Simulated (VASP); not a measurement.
Crystal: Na2S.

```
S Na
1.0
     0.00000    3.25543    3.25543
     3.25543    0.00000    3.25543
     3.25543    3.25543    0.00000
S Na
1 2
Direct
  0.00000 0.00000 0.00000
  0.25000 0.25000 0.25000
  0.75000 0.75000 0.75000
```

Program: VASP 6.6.1. Alike in all runs: task single point; potentials or basis VASP PAW PBE potentials, release 64 (S, Na_pv); no spin polarisation; cell as given; k mesh 4 × 4 × 4; smearing gaussian 0.01 eV.

**Question.** Order these runs on this cell by their band gap on the k mesh, lowest first.
A. level PBE; cutoff (eV) 500
B. level r2SCAN; cutoff (eV) 550
C. level PBE0; cutoff (eV) 400; grid for exact exchange (PRECFOCK) Normal; share of exact exchange 0.25
D. level HSE06; cutoff (eV) 400; grid for exact exchange (PRECFOCK) Normal; share of exact exchange 0.25; screening parameter 0.2079 1/Å

**Answer.** A (2.53 eV), B (3.11 eV), D (3.52 eV), C (4.22 eV).

Caveats: the structure was generated, so it needn't be the stable form of Na2S.
